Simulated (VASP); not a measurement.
# C: single point with r2SCAN

Crystal: C.

```
CELL_PARAMETERS angstrom
-2.35624 2.35624 2.46555
2.35624 -2.35624 2.46555
2.35624 2.35624 -2.46555
ATOMIC_POSITIONS crystal
C 0.32546 0.00000 0.00000
C 0.67454 0.67454 0.67454
C 0.00000 0.32546 0.00000
C 0.00000 0.00000 0.32546
C 0.00000 0.67454 0.00000
C 0.32546 0.32546 0.32546
C 0.67454 0.00000 0.00000
C 0.00000 0.00000 0.67454
```

This cell differs from its parent crystal: strain -0.030 along x and y, +0.015 along z.

```json
{
 "Program": "VASP 6.6.1",
 "Task": "single point",
 "Functional": "r2SCAN",
 "Potentials or basis": "VASP PAW PBE potentials, release 64 (C)",
 "Cutoff": "520 eV",
 "k mesh": "8 × 8 × 8",
 "Occupations": "gaussian, width 0.05 eV",
 "Spin": "no spin polarisation",
 "Dipole correction": "no",
 "Further INCAR settings": "ALGO = Normal; EDIFF = 1e-06; NBANDS = 26"
}
```

```
Pressure               : 18.2 GPa
Largest force          : 1.074 eV/Å
Band gap on the k mesh : 2.51 eV (least direct gap 2.93 eV)
```

Forces in eV/Å, atoms in the order of the input:
```
C   -0.652  0.652 -0.552
C   -0.652 -0.652  0.552
C    0.652 -0.652 -0.552
C    0.652  0.652  0.552
C   -0.652  0.652  0.552
C    0.652  0.652 -0.552
C    0.652 -0.652  0.552
C   -0.652 -0.652 -0.552
```

Stress tensor (GPa, compression positive):
```
27.57  0.00  0.00
 0.00 27.57  0.00
 0.00  0.00 -0.64
```

Levels at points of the mesh, in eV from the valence-band top:
```csv
k point,band 14,band 15,band 16,band 17,band 18,band 19
"(0.00, 0.00, 0.00)",-0.74,-0.74,-0.05,2.88,4.84,4.84
"(0.50, 0.00, 0.00)",-3.36,-2.92,-2.38,3.93,6.03,6.29
"(0.50, 0.50, 0.00)",-3.28,-2.64,-2.39,4.25,4.60,5.74
"(0.50, 0.50, 0.50)",-0.62,0.00,0.00,3.93,5.71,5.71
```

Wall time 5.3 min on 1 thread of AMD EPYC 7R43 64-Core Processor (Zen 3) (shared host), peak memory 0.17 GiB.

Caveat: the cell differs from its parent crystal (strain -0.030 along x and y, +0.015 along z); the stress differs along the axes, from -1 to 28 GPa; the PAW data sets were made with another functional, which shifts forces and pressure a little. A k mesh can miss the band edges.
